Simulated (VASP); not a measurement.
Here is a VASP 6.6.1 calculation.

The input INCAR:

```
PREC = Accurate
ENCUT = 520
EDIFF = 1E-7
ISMEAR = 0
SIGMA = 0.15
LREAL = False
LASPH = True
NELM = 100
ALGO = Normal
ISIF = 2
LWAVE = False
LCHARG = False
GGA = CA
NBANDS = 24
```

The input KPOINTS:

```
regular mesh
0
Gamma
  12 12 8
```

Contents of POSCAR:

```
CuAs
1.0
    3.6915000000      0.0000000000      0.0000000000
   -1.8457500000      3.1969327781      0.0000000000
    0.0000000000      0.0000000000      4.5989000000
Cu As
2 2
Direct
    0.0000000000      0.0000000000      0.5000000000
    0.0000000000      0.0000000000      0.0000000000
    0.6666666667      0.3333333333      0.7500000000
    0.3333333333      0.6666666667      0.2500000000
```

Potentials or basis: VASP PAW LDA potentials, release 64 (Cu, As).

Run with:

```bash
$ cat potpaw_LDA.64/Cu/POTCAR potpaw_LDA.64/As/POTCAR > POTCAR
$ mpirun -np 1 vasp_std > vasp.out
```

Problem. Estimate the pressure.

Solution. 17.7 GPa.

Problem. Estimate the band gap on the k mesh.

Solution. Zero (band 16 reaches 9.91 eV, above the bottom of band 17 at 7.79 eV).

Stress tensor (GPa, compression positive):
```
15.62  0.00  0.00
 0.00 15.62  0.00
 0.00  0.00 21.76
```
